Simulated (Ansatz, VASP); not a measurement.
# Two plane-wave programs on CaO

```
CELL_PARAMETERS angstrom
0.00000 2.38329 2.38329
2.38329 0.00000 2.38329
2.38329 2.38329 0.00000
ATOMIC_POSITIONS crystal
Ca 0.00000 0.00000 0.00000
O 0.50000 0.50000 0.50000
```

Alike in both runs: functional PBEsol; k mesh 8 × 8 × 8; occupations gaussian, width 0.02 eV; no spin polarisation.

Ansatz relaxed the structure, and its values are those at the end. VASP's run is a single point on that final structure, the one shown.

|  | VASP | Ansatz |
| --- | --- | --- |
| version | VASP 6.6.1 | Ansatz 0.2.0 |
| potentials or method | VASP PAW PBE potentials, release 64 (Ca_sv, O), cutoff 600 eV | scalar-relativistic, plane waves, PAW |
| valence electrons in the cell | 16 | 16 |

```csv
,VASP,Ansatz,Ansatz less VASP
gap on the k mesh at the Fermi level (eV),3.52,3.54,+0.021
least direct gap on the mesh (eV),3.89,3.92,+0.021
pressure (GPa),0.6,0.0,-0.56
```

VASP's potentials were made for PBE, not for PBEsol, and Ansatz warns of the same on its side.
